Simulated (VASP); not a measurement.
# C (R-3m) in VASP: further runs

Runs on C. Level: PBE+D3(BJ). Tasks: single point.

Everything below comes from runs of VASP 6.6.1. Logs are shortened: lines on timing, memory, paths and dates and some standing lists are left out, and cuts for length are marked.

### 1 The cell of the first run

Symmetry: R-3m, No. 166, trigonal system. The conventional cell has a = 2.403 Å, b = 2.403 Å, c = 9.831 Å, α = 90.00°, β = 90.00°, γ = 120.00°. Within 1.9 Å of C (site symmetry 3m) lie 3 C at 1.39 Å.

### 2 Single point, PBE+D3(BJ) (atoms displaced along a vibrational mode, the cell strained)

Contents of INCAR:

```
SYSTEM = C
ALGO = Normal
EDIFF = 1E-6
ENCUT = 520
GGA = PE
ISIF = 2
ISMEAR = 0
IVDW = 12
LASPH = .True.
LCHARG = .False.
LREAL = .False.
LWAVE = .False.
NBANDS = 11
NELM = 100
PREC = Accurate
SIGMA = 0.05
```

Contents of KPOINTS:

```
k-points
0
Gamma
  15 15 15
  0 0 0
```

Contents of POSCAR:

```
C
1.0
    1.2016689031      0.6937838646      3.2769132065
   -1.2016689031      0.6937838646      3.2769132065
    0.0000000000     -1.3875677293      3.2769132064
C
2
Direct
    0.1722488039      0.1722488039      0.1722488039
    0.8277511961      0.8277511961      0.8277511961
```

Potentials or basis: VASP PAW PBE potentials, release 64 (C).

Launch:

```bash
> cat potpaw_PBE.64/C/POTCAR > POTCAR
> mpirun -np 1 vasp_std > vasp.out
```

OUTCAR:

```text
SYSTEM = C
   EDIFF = 1E-6
   ENCUT = 520
   GGA = PE
   ISIF = 2
   ISMEAR = 0
   IVDW = 12
   LASPH = .True.
   LREAL = .False.
   NELM = 100
   PREC = Accurate
 IVDW          = 12

 ion  position               nearest neighbor table
   1  0.172  0.172  0.172-   2 1.39   2 1.39   2 1.39
   2  0.828  0.828  0.828-   1 1.39   1 1.39   1 1.39

  LATTYP: Found a trigonal (rhomboedric) cell.
 ALAT       =     3.5585817914
 COS(alpha) =     0.7719417768

  Lattice vectors:

 A1 = (   1.2016689031,   0.6937838646,   3.2769132065)
 A2 = (  -1.2016689031,   0.6937838646,   3.2769132065)
 A3 = (   0.0000000000,  -1.3875677293,   3.2769132064)

Analysis of symmetry for initial positions (statically):
=====================================================================
 Subroutine PRICEL returns:
 Original cell was already a primitive cell.

 Routine SETGRP: Setting up the symmetry group for a
 trigonal (rhombohedral) supercell.

 Subroutine GETGRP returns: Found 12 space group operations
 (whereof 12 operations were pure point group operations)
 out of a pool of 12 trial point group operations.

The static configuration has the point symmetry D_3d.

Analysis of symmetry for dynamics (positions and initial velocities):
=====================================================================
 Subroutine PRICEL returns:
 Original cell was already a primitive cell.

 Routine SETGRP: Setting up the symmetry group for a
 trigonal (rhombohedral) supercell.

 Subroutine GETGRP returns: Found 12 space group operations
 (whereof 12 operations were pure point group operations)
 out of a pool of 12 trial point group operations.

The dynamic configuration has the point symmetry D_3d.

 Subroutine INISYM returns: Found 12 space group operations
 (whereof 12 operations are pure point group operations),
 and found     1 'primitive' translations

----------------------------------------------------------------------------------------

                                     Primitive cell

  volume of cell :      16.3917

  direct lattice vectors                    reciprocal lattice vectors
     1.201668903  0.693783865  3.276913207     0.416087991  0.240228514  0.101721746
    -1.201668903  0.693783865  3.276913207    -0.416087991  0.240228514  0.101721746
     0.000000000 -1.387567729  3.276913206     0.000000000 -0.480457028  0.101721746

  length of vectors
     3.558581791  3.558581791  3.558581791     0.491107187  0.491107187  0.491107187
[... 88 lines left out ...]
   ISYM   =      2    0-nonsym 1-usesym 2-fastsym
   POTIM  = 0.5000    time-step for ionic-motion
   TEBEG  =    0.0;   TEEND  =   0.0 temperature during run
   PSTRESS=    0.0 pullay stress
   NELECT =       8.0000    total number of electrons
   NUPDOWN=      -1.0000    fix difference up-down
   EMIN   =  10.00;   EMAX   =-10.00  energy-range for DOS
   EFERMI =   0.00;   METHOD = LEGACY
   ISMEAR =     0;   SIGMA  =   0.05  broadening in eV -4-tet -1-fermi 0-gaus
   EFERMI_NEDOS =   21; number of points for ismear=-14 and -15
   IALGO  =     38    algorithm
   IMIX   =      4    mixing-type and parameters
     AMIX     =   0.40;   BMIX     =  1.00
     AMIX_MAG =   1.60;   BMIX_MAG =  1.00
  volume/ion in A,a.u.               =       8.20        55.31
  Fermi-wavevector in a.u.,A,eV,Ry     =   1.288931  2.435727 22.603955  1.661344
  Thomas-Fermi vector in A             =   2.420855
   LORBIT       =      0    0 simple, 1 ext, 2 COOP (PROOUT), +10 PAW based schemes
   GGA     = PE    functional components
   LHFCALC =     F    Hartree Fock is set to
   AEXX    =    0.0000 exact exchange contribution
   IVDW    =    12    specifies the selected vdW correction
   LEPSILON=     F    determine dielectric tensor
   LRPA    =     F    only Hartree local field effects (RPA)
 non-spin polarized calculation
 Gauss-broadening in eV      SIGMA  =   0.05
  energy-cutoff  :      520.00
  volume of cell :       16.39
 maximum number of plane-waves:       462
   NGX = 13   NGY = 13   NGZ = 13

 number of electron       8.0000000 magnetization

 Free energy of the ion-electron system (eV)
  ---------------------------------------------------
  ext. energy  EPLUGINS =         0.00000000
  ---------------------------------------------------
  free energy    TOTEN  =       -18.21407662 eV

  energy without entropy =      -18.21407662  energy(sigma->0) =      -18.21407662

 E-fermi :   5.3669     XC(G=0): -10.6643

 val. band max:        5.0538214398   @ k =  -0.3333   0.3333   0.0000
 cond. band min:       5.5959232447   @ k =  -0.3333   0.3333   0.0000
 fundamental gap:      0.5421018050
 Fermi energy:         5.3669354330

 k-point     1 :       0.0000    0.0000    0.0000
  band No.  band energies     occupation
      1     -14.9041      2.00000
      2      -1.5546      2.00000
      3       2.5138      2.00000
      4       2.5138      2.00000
      5       9.2469      0.00000
      6      14.2611      0.00000
      7      14.2611      0.00000
      8      17.8882      0.00000
      9      19.7442      0.00000
     10      29.1733      0.00000
     11      32.1512      0.00000
[... 309 lines left out ...]
 k-point    24 :       0.2000    0.1333    0.0000
  band No.  band energies     occupation
      1     -14.0911      2.00000
      2      -0.9955      2.00000
      3       0.0605      2.00000
      4       0.9996      2.00000
      5      10.6604      0.00000
      6      14.7039      0.00000
      7      15.4477      0.00000
      8      16.8118      0.00000
      9      21.2332      0.00000
     10      26.5568      0.00000
     11      30.5236      0.00000

 [... further k-points ...]

------------------------ aborting loop because EDIFF is reached ----------------------------------------

 Edisp (eV)   -0.31726

 E8    (eV) :    -0.0902

  FORCE on cell =-STRESS in cart. coord.  units (eV):
  Direction    XX          YY          ZZ          XY          YZ          ZX
  --------------------------------------------------------------------------------------
  -------------------------------------------------------------------------------------
  Total       3.95120     3.95120    -0.09542     0.00000     0.00000     0.00000
  in kB     386.20190   386.20190    -9.32666     0.00000     0.00000     0.00000
  external pressure =      254.36 kB  Pullay stress =        0.00 kB

 VOLUME and BASIS-vectors are now :
 -----------------------------------------------------------------------------
  energy-cutoff  :      520.00
  volume of cell :       16.39
      direct lattice vectors                 reciprocal lattice vectors
     1.201668903  0.693783865  3.276913207     0.416087991  0.240228514  0.101721746
    -1.201668903  0.693783865  3.276913207    -0.416087991  0.240228514  0.101721746
     0.000000000 -1.387567729  3.276913206     0.000000000 -0.480457028  0.101721746

 POSITION                                       TOTAL-FORCE (eV/Angst)
 -----------------------------------------------------------------------------------
      0.00000     -0.00000      1.69333         0.000000      0.000000     -1.808480
      0.00000     -0.00000      8.13741         0.000000     -0.000000      1.808480
 -----------------------------------------------------------------------------------
    total drift:                                0.000000      0.000000     -0.000000

  FREE ENERGIE OF THE ION-ELECTRON SYSTEM (eV)
  ---------------------------------------------------
  free  energy   TOTEN  =       -18.5313398407 eV

  energy  without entropy=      -18.5313398407  energy(sigma->0) =      -18.53133984
```

stdout:

```text
POSCAR found type information on POSCAR C
 POSCAR found :  1 types and       2 ions
 scaLAPACK will be used
 LDA part: xc-table for (Slater+PW92), standard interpolation
 POSCAR, INCAR and KPOINTS ok, starting setup
 FFT: planning ... GRIDC
 FFT: planning ... GRID_SOFT
 FFT: planning ... GRID
 WAVECAR not read
 entering main loop
```

Wall time 1.7 min (1 thread of Intel Xeon 8259CL, shared host); peak memory 0.2 GiB.

What came out:

```
Free energy                : -18.5313 eV
Pressure                   : 25.4 GPa
Largest force              : 1.808 eV/Å
Dispersion energy per atom : -0.159 eV
```

Forces on the atoms (eV/Å):
```
C    0.000  0.000 -1.808
C    0.000  0.000  1.808
```

Stress tensor (GPa, compression positive):
```
38.62  0.00  0.00
 0.00 38.62  0.00
 0.00  0.00 -0.93
```

Caveat: the cell differs from its parent crystal (atoms displaced along a vibrational mode, the cell strained); the stress differs along the axes, from -1 to 39 GPa; forces of over 1 eV/Å act on the atoms, so gaps and moduli don't describe the material at rest.

### 3 Single point, PBE+D3(BJ) (atoms displaced along a vibrational mode, the cell strained)

Contents of INCAR:

```
ALGO     = Normal         # electronic algorithm
EDIFF    = 1E-7           # SCF threshold, eV
ENCUT    = 520            # plane-wave cutoff, eV
GGA      = PE             # functional
ISIF     = 2              # what is computed and relaxed
ISMEAR   = 0              # smearing method
IVDW     = 12             # dispersion correction
LASPH    = True           # aspherical terms in the spheres
LCHARG   = False          # write CHGCAR
LREAL    = False          # projectors in reciprocal space
LWAVE    = False          # write WAVECAR
NBANDS   = 11             # bands
NELM     = 60             # most SCF steps
PREC     = Accurate       # precision mode
SIGMA    = 0.05           # smearing width, eV
```

Contents of KPOINTS:

```
k-points
0
Gamma
  15 15 15
```

Contents of POSCAR:

```
C
1.0
    1.2016689031      0.6937838646      3.2769132065
   -1.2016689031      0.6937838646      3.2769132065
    0.0000000000     -1.3875677293      3.2769132064
C
2
Direct
    0.1684800132      0.1684800132      0.1684800132
    0.8315199868      0.8315199868      0.8315199868
```

Potentials or basis: VASP PAW PBE potentials, release 64 (C).

Launch:

```bash
> cat potpaw_PBE.64/C/POTCAR > POTCAR
> mpirun -np 1 vasp_std > vasp.out
```

OUTCAR:

```text
EDIFF = 1E-7
   ENCUT = 520
   GGA = PE
   ISIF = 2
   ISMEAR = 0
   IVDW = 12
   LASPH = True
   LREAL = False
   NELM = 60
   PREC = Accurate
 IVDW          = 12

 ion  position               nearest neighbor table
   1  0.168  0.168  0.168-   2 1.39   2 1.39   2 1.39
   2  0.832  0.832  0.832-   1 1.39   1 1.39   1 1.39

  LATTYP: Found a trigonal (rhomboedric) cell.
 ALAT       =     3.5585817914
 COS(alpha) =     0.7719417768

  Lattice vectors:

 A1 = (   1.2016689031,   0.6937838646,   3.2769132065)
 A2 = (  -1.2016689031,   0.6937838646,   3.2769132065)
 A3 = (   0.0000000000,  -1.3875677293,   3.2769132064)

Analysis of symmetry for initial positions (statically):
=====================================================================
 Subroutine PRICEL returns:
 Original cell was already a primitive cell.

 Routine SETGRP: Setting up the symmetry group for a
 trigonal (rhombohedral) supercell.

 Subroutine GETGRP returns: Found 12 space group operations
 (whereof 12 operations were pure point group operations)
 out of a pool of 12 trial point group operations.

The static configuration has the point symmetry D_3d.

Analysis of symmetry for dynamics (positions and initial velocities):
=====================================================================
 Subroutine PRICEL returns:
 Original cell was already a primitive cell.

 Routine SETGRP: Setting up the symmetry group for a
 trigonal (rhombohedral) supercell.

 Subroutine GETGRP returns: Found 12 space group operations
 (whereof 12 operations were pure point group operations)
 out of a pool of 12 trial point group operations.

The dynamic configuration has the point symmetry D_3d.

 Subroutine INISYM returns: Found 12 space group operations
 (whereof 12 operations are pure point group operations),
 and found     1 'primitive' translations

[... 120 lines left out ...]
   LHFCALC =     F    Hartree Fock is set to
   AEXX    =    0.0000 exact exchange contribution
   IVDW    =    12    specifies the selected vdW correction
   LEPSILON=     F    determine dielectric tensor
   LRPA    =     F    only Hartree local field effects (RPA)
 non-spin polarized calculation
 Gauss-broadening in eV      SIGMA  =   0.05
  energy-cutoff  :      520.00
  volume of cell :       16.39
 maximum number of plane-waves:       462
   NGX = 13   NGY = 13   NGZ = 13

 number of electron       8.0000000 magnetization

 Free energy of the ion-electron system (eV)
  ---------------------------------------------------
  ext. energy  EPLUGINS =         0.00000000
  ---------------------------------------------------
  free energy    TOTEN  =       -18.30336091 eV

  energy without entropy =      -18.30336091  energy(sigma->0) =      -18.30336091

 E-fermi :   5.3695     XC(G=0): -10.6453

 val. band max:        5.0256324889   @ k =  -0.3333   0.3333   0.0000
 cond. band min:       5.6841703641   @ k =  -0.3333   0.3333   0.0000
 fundamental gap:      0.6585378752
 Fermi energy:         5.3694961376

 k-point     1 :       0.0000    0.0000    0.0000
  band No.  band energies     occupation
      1     -14.9299      2.00000
      2      -1.6020      2.00000
      3       2.4138      2.00000
      4       2.4138      2.00000
      5       9.5097      0.00000
      6      14.2533      0.00000
      7      14.2533      0.00000
      8      17.6872      0.00000
      9      19.7970      0.00000
     10      29.1358      0.00000
     11      32.2163      0.00000
[... 309 lines left out ...]
 k-point    24 :       0.2000    0.1333    0.0000
  band No.  band energies     occupation
      1     -14.1187      2.00000
      2      -1.0129      2.00000
      3      -0.0417      2.00000
      4       0.9021      2.00000
      5      11.0392      0.00000
      6      14.6944      0.00000
      7      15.1187      0.00000
      8      16.8371      0.00000
      9      21.2527      0.00000
     10      26.7445      0.00000
     11      30.8772      0.00000

 [... further k-points ...]

------------------------ aborting loop because EDIFF is reached ----------------------------------------

 Edisp (eV)   -0.31713

 E8    (eV) :    -0.0901

  FORCE on cell =-STRESS in cart. coord.  units (eV):
  Direction    XX          YY          ZZ          XY          YZ          ZX
  --------------------------------------------------------------------------------------
  -------------------------------------------------------------------------------------
  Total       4.01103     4.01103     0.07690     0.00000     0.00000    -0.00000
  in kB     392.04942   392.04942     7.51662     0.00000     0.00000    -0.00000
  external pressure =      263.87 kB  Pullay stress =        0.00 kB

 VOLUME and BASIS-vectors are now :
 -----------------------------------------------------------------------------
  energy-cutoff  :      520.00
  volume of cell :       16.39
      direct lattice vectors                 reciprocal lattice vectors
     1.201668903  0.693783865  3.276913207     0.416087991  0.240228514  0.101721746
    -1.201668903  0.693783865  3.276913207    -0.416087991  0.240228514  0.101721746
     0.000000000 -1.387567729  3.276913206     0.000000000 -0.480457028  0.101721746

 POSITION                                       TOTAL-FORCE (eV/Angst)
 -----------------------------------------------------------------------------------
      0.00000     -0.00000      1.65628         0.000000      0.000000     -0.600312
      0.00000     -0.00000      8.17446         0.000000     -0.000000      0.600312
 -----------------------------------------------------------------------------------
    total drift:                                0.000000      0.000000     -0.000000

  FREE ENERGIE OF THE ION-ELECTRON SYSTEM (eV)
  ---------------------------------------------------
  free  energy   TOTEN  =       -18.6204913390 eV

  energy  without entropy=      -18.6204913390  energy(sigma->0) =      -18.62049134
```

OSZICAR:

```text
N       E                     dE             d eps       ncg     rms          rms(c)
DAV:   1     0.607338486626E+01    0.60734E+01   -0.45746E+03  7811   0.667E+02
DAV:   2    -0.192075719238E+02   -0.25281E+02   -0.23937E+02  9799   0.135E+02
DAV:   3    -0.197747377277E+02   -0.56717E+00   -0.56612E+00  9523   0.166E+01
DAV:   4    -0.197766187374E+02   -0.18810E-02   -0.18809E-02  8662   0.118E+00
DAV:   5    -0.197766259662E+02   -0.72289E-05   -0.72287E-05  9687   0.678E-02    0.695E+00
DAV:   6    -0.186516858721E+02    0.11249E+01   -0.96518E-01  8756   0.576E+00    0.405E+00
DAV:   7    -0.182994409155E+02    0.35224E+00   -0.10668E+00  9017   0.611E+00    0.120E+00
DAV:   8    -0.183035523918E+02   -0.41115E-02   -0.23870E-02  8408   0.996E-01    0.139E-01
DAV:   9    -0.183032887237E+02    0.26367E-03   -0.69074E-04  9122   0.166E-01    0.604E-02
DAV:  10    -0.183033613793E+02   -0.72656E-04   -0.14705E-04  8649   0.867E-02    0.324E-02
DAV:  11    -0.183033607234E+02    0.65597E-06   -0.69403E-06  9130   0.152E-02    0.766E-03
DAV:  12    -0.183033609278E+02   -0.20442E-06   -0.59107E-07  8571   0.565E-03    0.115E-03
DAV:  13    -0.183033609059E+02    0.21849E-07   -0.62278E-08  9172   0.161E-03
   1 F= -.18620491E+02 E0= -.18620491E+02  d E =-.383299E-21
```

stdout:

```text
POSCAR found type information on POSCAR C
 POSCAR found :  1 types and       2 ions
 scaLAPACK will be used
 LDA part: xc-table for (Slater+PW92), standard interpolation
 POSCAR, INCAR and KPOINTS ok, starting setup
 FFT: planning ... GRIDC
 FFT: planning ... GRID_SOFT
 FFT: planning ... GRID
 WAVECAR not read
 entering main loop
```

Run time: 2.6 min. Hardware: 1 thread of Intel Xeon 8259CL, shared host; peak memory 0.2 GiB.

What came out:

* Free energy: -18.6205 eV
* Pressure: 26.4 GPa
* Largest force: 0.600 eV/Å
* Dispersion energy per atom: -0.159 eV

Forces on the atoms (eV/Å):
```
C    0.000  0.000 -0.600
C    0.000  0.000  0.600
```

Stress tensor (GPa, compression positive):
```
39.20  0.00  0.00
 0.00 39.20  0.00
 0.00  0.00  0.75
```

Caveat: the cell differs from its parent crystal (atoms displaced along a vibrational mode, the cell strained); the stress differs along the axes, from 1 to 39 GPa.

[end of part 1 of 2]
